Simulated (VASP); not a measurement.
A run of VASP 6.6.1 is set up as follows.

Contents of INCAR:

```
PREC = Accurate
ENCUT = 520
EDIFF = 1E-6
ISMEAR = 0
SIGMA = 0.15
LREAL = F
LASPH = T
NELM = 80
ALGO = Normal
ISIF = 2
LWAVE = F
LCHARG = F
GGA = PE
NBANDS = 15
```

The input KPOINTS:

```
regular mesh
0
Gamma
  18 18 12
```

File POSCAR:

```
Os
1.0
    2.9528279736      0.0000000000      0.0000000000
   -1.4764139868      2.5572240381      0.0000000000
    0.0000000000      0.0000000000      4.6652760000
Os
2
Direct
    0.3333333333      0.6666666667      0.2500000000
    0.6666666667      0.3333333333      0.7500000000
```

Potentials or basis: VASP PAW PBE potentials, release 64 (Os).

Command:

```console
$ cat potpaw_PBE.64/Os/POTCAR > POTCAR
$ mpirun -np 1 vasp_std > vasp.out
```

(1) What does it give for the band gap on the k mesh?

(2) What does it give for the pressure?

Answers

(1) zero (band 8 reaches 7.66 eV, above the bottom of band 9 at 4.96 eV).

(2) -50.3 GPa.

Caveat: the cell differs from its parent crystal (strain +0.080 along x and y, +0.080 along z); spin-orbit coupling is left out, which moves the levels of the heavy elements.
